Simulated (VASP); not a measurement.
# Ge2PdS3 (P1) in VASP: single point with PBEsol

Aim: the single point of Ge2PdS3 with PBEsol.

Everything below comes from runs of VASP 6.6.1. Logs are shortened: lines on timing, memory, paths and dates and some standing lists are left out, and cuts for length are marked.

## (1) The cell of the first run

The typed cell holds 6 atoms: a = 8.044 Å, b = 7.590 Å, c = 8.035 Å, α = 154.26°, β = 147.48°, γ = 42.33°.

## (2) Single point, PBEsol

Input file INCAR:

```
SYSTEM = Ge2PdS3
  PREC = Accurate
  ENCUT = 520
  EDIFF = 1E-6
  ISMEAR = -1
  SIGMA = 0.05
  LREAL = .False.
  LASPH = .True.
  NELM = 80
  ALGO = Normal
  ISIF = 2
  LWAVE = .False.
  LCHARG = .False.
  GGA = PS
  NBANDS = 37
```

Input file KPOINTS:

```
Automatic mesh
0
Gamma
  6 6 6
  0 0 0
```

Input file POSCAR:

```
Ge2PdS3
1.0
   -2.2100046299      2.2592056128      7.3966788002
    1.2510276711     -2.2138240644      7.1512583250
    2.2485377868      2.2423199967     -7.3805174389
Ge Pd S
2 1 3
Direct
    0.9211224048      0.4263081922      0.6700650479
    0.2270377403      0.6351725329      0.5731233079
    0.4931999628      0.0410894959      0.5314948414
   -0.0036960365     -0.1153997287     -0.1263494953
    0.2968116067      0.9169149624      0.5351999801
    0.6368485377      0.1438816893      0.4574191264
```

Potentials or basis: VASP PAW PBE potentials, release 64 (Ge_d, Pd, S).

Started as:

```
> cat potpaw_PBE.64/Ge_d/POTCAR potpaw_PBE.64/Pd/POTCAR potpaw_PBE.64/S/POTCAR > POTCAR
> mpirun -np 1 vasp_std > vasp.out
```

OUTCAR:

```text
SYSTEM = Ge2PdS3
   PREC = Accurate
   ENCUT = 520
   EDIFF = 1E-6
   ISMEAR = -1
   LREAL = .False.
   LASPH = .True.
   NELM = 80
   ISIF = 2
   GGA = PS

 ion  position               nearest neighbor table
   1  0.921  0.426  0.670-   5 2.43   5 2.44   4 2.52   6 2.61
   2  0.227  0.635  0.573-   6 2.48   6 2.53   4 2.64   4 2.80   3 3.04
   3  0.493  0.041  0.531-   4 2.32   4 2.32   6 2.37   5 2.39   2 3.04
   4  0.996  0.885  0.874-   3 2.32   3 2.32   1 2.52   2 2.64   2 2.80
   5  0.297  0.917  0.535-   3 2.39   1 2.43   1 2.44
   6  0.637  0.144  0.457-   3 2.37   2 2.48   2 2.53   1 2.61

  LATTYP: Found a triclinic cell.
 ALAT       =     7.6333773946
 B/A-ratio  =     0.5897415136
 C/A-ratio  =     0.4594535905
 COS(alpha) =     0.0164310578
 COS(beta)  =     0.1096270333
 COS(gamma) =     0.3045011929

  Lattice vectors:

 A1 = (  -1.2895608280,  -2.2877015451,  -7.1674196863)
 A2 = (  -0.0385331569,  -4.5015256095,  -0.0161613613)
 A3 = (  -3.4995654579,  -0.0284959323,   0.2292591139)

Analysis of symmetry for initial positions (statically):
=====================================================================
 Subroutine PRICEL returns:
 Original cell was already a primitive cell.

 Routine SETGRP: Setting up the symmetry group for a
 triclinic supercell.

 Subroutine GETGRP returns: Found  1 space group operations
 (whereof  1 operations were pure point group operations)
 out of a pool of  2 trial point group operations.

The static configuration has the point symmetry C_1 .

Analysis of symmetry for dynamics (positions and initial velocities):
=====================================================================
 Subroutine PRICEL returns:
 Original cell was already a primitive cell.

 Routine SETGRP: Setting up the symmetry group for a
 triclinic supercell.

 Subroutine GETGRP returns: Found  1 space group operations
 (whereof  1 operations were pure point group operations)
 out of a pool of  2 trial point group operations.

The dynamic configuration has the point symmetry C_1 .

 Subroutine INISYM returns: Found  1 space group operations
 (whereof  1 operations are pure point group operations),
 and found     1 'primitive' translations

----------------------------------------------------------------------------------------

                                     Primitive cell

  volume of cell :     114.0851

  direct lattice vectors                    reciprocal lattice vectors
    -2.210004630  2.259205613  7.396678800     0.002662553  0.221879188  0.068221638
     1.251027671 -2.213824064  7.151258325     0.291535280 -0.002811358  0.087964581
     2.248537787  2.242319997 -7.380517439     0.285147777  0.219641015  0.018111331

  length of vectors
     8.043568097  7.589900056  8.034672290     0.232145763  0.304529950  0.360387917

  position of ions in fractional coordinates (direct lattice)
     0.921122405  0.426308192  0.670065048
     0.227037740  0.635172533  0.573123308
     0.493199963  0.041089496  0.531494841
     0.996303963  0.884600271  0.873650505
     0.296811607  0.916914962  0.535199980
     0.636848538  0.143881689  0.457419126

  ion indices of the primitive-cell ions
   primitive index   ion index
                 1           1
                 2           2
                 3           3
                 4           4
                 5           5
                 6           6

----------------------------------------------------------------------------------------

 KPOINTS: Automatic mesh

Automatic generation of k-mesh.
 Grid dimensions read from file:
 generate k-points for:    6    6    6

 Generating k-lattice:

  Cartesian coordinates                     Fractional coordinates (reciprocal lattice)
     0.000443759  0.036979865  0.011370273     0.166666667 -0.000000000 -0.000000000
     0.048589213 -0.000468560  0.014660764     0.000000000  0.166666667 -0.000000000
     0.047524630  0.036606836  0.003018555    -0.000000000  0.000000000  0.166666667

  Length of vectors
     0.038690961  0.050754992  0.060064653

  Shift w.r.t. Gamma in fractional coordinates (k-lattice)
     0.000000000  0.000000000  0.000000000

 Subroutine IBZKPT returns following result:
 ===========================================

 Found    112 irreducible k-points:

 Following reciprocal coordinates:
            Coordinates               Weight
  0.000000  0.000000  0.000000      1.000000
  0.166667  0.000000 -0.000000      2.000000
  0.333333 -0.000000  0.000000      2.000000
  0.500000 -0.000000  0.000000      1.000000
  0.000000  0.166667 -0.000000      2.000000
  0.166667  0.166667 -0.000000      2.000000
[... 16 lines left out ...]
  0.333333 -0.000000  0.166667      2.000000
  0.500000 -0.000000  0.166667      2.000000
 [... further k-points ...]
   k-points           NKPTS =    112   k-points in BZ     NKDIM =    112   number of bands    NBANDS=     37
   number of dos      NEDOS =    301   number of ions     NIONS =      6
   total plane-waves  NPLWV = 201600
   dimension x,y,z NGX =    60 NGY =   56 NGZ =   60
   dimension x,y,z NGXF=   120 NGYF=  112 NGZF=  120
   ions per type =               2   1   3
   NGX,Y,Z   is equivalent  to a cutoff of  12.40, 12.27, 12.41 a.u.
   NGXF,Y,Z  is equivalent  to a cutoff of  24.80, 24.53, 24.83 a.u.
 SYSTEM =  Ge2PdS3
   PREC   = accura    normal or accurate (medium, high low for compatibility)
   ISTART =      0    job   : 0-new  1-cont  2-samecut
   ICHARG =      2    charge: 1-file 2-atom 10-const
   ISPIN  =      1    spin polarized calculation?
   LNONCOLLINEAR =      F non collinear calculations
   LSORBIT =      F    spin-orbit coupling
   LASPH  =      T    aspherical Exc in radial PAW
   ENCUT  =  520.0 eV  38.22 Ry    6.18 a.u.  14.96 14.11 14.94*2*pi/ulx,y,z
   NELM   =     80;   NELMIN=  2; NELMDL= -5     # of ELM steps
   EDIFF  = 0.1E-05   stopping-criterion for ELM
   LREAL  =      F    real-space projection
   EDIFFG = 0.1E-04   stopping-criterion for IOM
   NSW    =      0    number of steps for IOM
   IBRION =     -1    ionic relax: 0-MD 1-quasi-New 2-CG
   NFREE  =      0    steps in history (QN), initial steepest desc. (CG)
   ISIF   =      2    stress and relaxation
   ISYM   =      2    0-nonsym 1-usesym 2-fastsym
   POTIM  = 0.5000    time-step for ionic-motion
   TEBEG  =    0.0;   TEEND  =   0.0 temperature during run
   PSTRESS=    0.0 pullay stress
   NELECT =      56.0000    total number of electrons
   NUPDOWN=      -1.0000    fix difference up-down
   EMIN   =  10.00;   EMAX   =-10.00  energy-range for DOS
   EFERMI =   0.00;   METHOD = LEGACY
   ISMEAR =    -1;   SIGMA  =   0.05  broadening in eV -4-tet -1-fermi 0-gaus
   EFERMI_NEDOS =   21; number of points for ismear=-14 and -15
   IALGO  =     38    algorithm
   IMIX   =      4    mixing-type and parameters
     AMIX     =   0.40;   BMIX     =  1.00
     AMIX_MAG =   1.60;   BMIX_MAG =  1.00
  volume/ion in A,a.u.               =      19.01       128.31
  Fermi-wavevector in a.u.,A,eV,Ry     =   1.291401  2.440395 22.690671  1.667717
  Thomas-Fermi vector in A             =   2.423173
   LORBIT       =      0    0 simple, 1 ext, 2 COOP (PROOUT), +10 PAW based schemes
   GGA     = PS    functional components
   LHFCALC =     F    Hartree Fock is set to
   AEXX    =    0.0000 exact exchange contribution
   IVDW    =     0    specifies the selected vdW correction
   LEPSILON=     F    determine dielectric tensor
   LRPA    =     F    only Hartree local field effects (RPA)
 non-spin polarized calculation
  energy-cutoff  :      520.00
  volume of cell :      114.09
 maximum number of plane-waves:      3102
   NGX = 29   NGY = 29   NGZ = 29

 number of electron      56.0000001 magnetization

 Free energy of the ion-electron system (eV)
  ---------------------------------------------------
  ext. energy  EPLUGINS =         0.00000000
  ---------------------------------------------------
  free energy    TOTEN  =       -30.26133238 eV

  energy without entropy =      -30.24802600  energy(sigma->0) =      -30.25467919

 E-fermi :   6.1535     XC(G=0): -10.7314

 val. band max:        6.1434981552   @ k =  -0.3333   0.0000   0.3333
 cond. band min:       6.1684629509   @ k =  -0.1667  -0.1667   0.1667
 fundamental gap:      0.0249647956
 Fermi energy:         6.1535450500

 k-point     1 :       0.0000    0.0000    0.0000
  band No.  band energies     occupation
      1     -18.6670      2.00000
      2     -18.6417      2.00000
      3     -18.6347      2.00000
      4     -18.6254      2.00000
      5     -18.6237      2.00000
      6     -18.6089      2.00000
[... 29 lines left out ...]
     36      11.7328      0.00000
     37      13.0147      0.00000

 k-point     2 :       0.1667    0.0000   -0.0000
  band No.  band energies     occupation
      1     -18.6669      2.00000
      2     -18.6417      2.00000
      3     -18.6349      2.00000
      4     -18.6254      2.00000
      5     -18.6234      2.00000
      6     -18.6089      2.00000
[... 29 lines left out ...]
     36      11.5659      0.00000
     37      12.5256      0.00000

 k-point     3 :       0.3333   -0.0000    0.0000
  band No.  band energies     occupation
      1     -18.6667      2.00000
      2     -18.6416      2.00000
      3     -18.6351      2.00000
      4     -18.6253      2.00000
      5     -18.6228      2.00000
      6     -18.6087      2.00000
[... 29 lines left out ...]
     36      11.6026      0.00000
     37      12.6455      0.00000

 k-point     4 :       0.5000   -0.0000    0.0000
  band No.  band energies     occupation
      1     -18.6666      2.00000
      2     -18.6416      2.00000
      3     -18.6352      2.00000
      4     -18.6254      2.00000
      5     -18.6225      2.00000
      6     -18.6087      2.00000
[... 29 lines left out ...]
     36      12.3635      0.00000
     37      12.9918      0.00000
[... 683 lines left out ...]
      1     -18.6635      2.00000
      2     -18.6430      2.00000
      3     -18.6378      2.00000
      4     -18.6257      2.00000
      5     -18.6206      2.00000
      6     -18.6065      2.00000
[... 29 lines left out ...]
     36      11.5296      0.00000
     37      13.1007      0.00000

 k-point    23 :       0.3333   -0.0000    0.1667
  band No.  band energies     occupation
      1     -18.6633      2.00000
      2     -18.6430      2.00000
      3     -18.6380      2.00000
      4     -18.6257      2.00000
      5     -18.6203      2.00000
      6     -18.6064      2.00000
[... 29 lines left out ...]
     36      11.5156      0.00000
     37      13.2452      0.00000

 k-point    24 :       0.5000   -0.0000    0.1667
  band No.  band energies     occupation
      1     -18.6633      2.00000
      2     -18.6430      2.00000
      3     -18.6378      2.00000
      4     -18.6257      2.00000
      5     -18.6206      2.00000
      6     -18.6065      2.00000
[... 29 lines left out ...]
     36      11.3457      0.00000
     37      12.8398      0.00000

 [... further k-points ...]

------------------------ aborting loop because EDIFF is reached ----------------------------------------

  FORCE on cell =-STRESS in cart. coord.  units (eV):
  Direction    XX          YY          ZZ          XY          YZ          ZX
  --------------------------------------------------------------------------------------
  -------------------------------------------------------------------------------------
  Total       -0.0810920     -0.0513179     -0.0389822      0.0003741     -0.0043230     -0.0130811
  in kB       -1.1388319     -0.7206930     -0.5474546      0.0052532     -0.0607104     -0.1837066
  external PRESSURE =      -0.8023265 kB  Pullay stress =       0.0000000 kB

 VOLUME and BASIS-vectors are now :
 -----------------------------------------------------------------------------
  energy-cutoff  :      520.00
  volume of cell :      114.09
      direct lattice vectors                 reciprocal lattice vectors
    -2.210004630  2.259205613  7.396678800     0.002662553  0.221879188  0.068221638
     1.251027671 -2.213824064  7.151258325     0.291535280 -0.002811358  0.087964581
     2.248537787  2.242319997 -7.380517439     0.285147777  0.219641015  0.018111331

 POSITION                                       TOTAL-FORCE (eV/Angst)
 -----------------------------------------------------------------------------------
      0.00431      2.63973      4.91646         0.001223      0.008406      0.004443
      1.58155      0.39189      1.99166        -0.000837      0.002001     -0.004464
      0.15652      2.21506      0.01918         0.003907     -0.007287      0.000078
      0.86926      2.25151      7.24735        -0.000858      0.000643     -0.001492
      1.69455     -0.15924      4.80246        -0.000418     -0.004761      0.005741
     -0.19891      2.14592      2.36351        -0.003017      0.000998     -0.004305
 -----------------------------------------------------------------------------------
    total drift:                                0.000310      0.000391     -0.001529

  FREE ENERGIE OF THE ION-ELECTRON SYSTEM (eV)
  ---------------------------------------------------
  free  energy   TOTEN  =       -30.2613323788 eV

  energy  without entropy=      -30.2480259957  energy(sigma->0) =      -30.25467919
```

It took 9.2 min on 1 thread of Intel Xeon 6975P-C (Granite Rapids), shared host; peak memory 0.76 GiB.

Results:

```yaml
Free_energy: -30.2613 eV
Pressure: -0.1 GPa
Largest_force: 0.010 eV/Å
Band_gap_on_the_k_mesh: zero (bands 28 and 29 overlap by 0.83 eV)
```

Forces on the atoms (eV/Å):
```
Ge   0.001  0.008  0.004
Ge  -0.001  0.002 -0.004
Pd   0.004 -0.007  0.000
S   -0.001  0.001 -0.001
S    0.000 -0.005  0.006
S   -0.003  0.001 -0.004
```

Caveat: the PAW data sets were made with another functional, which shifts forces and pressure a little.

The gap in the log of VASP goes by the Fermi energy; the results here count the filled bands.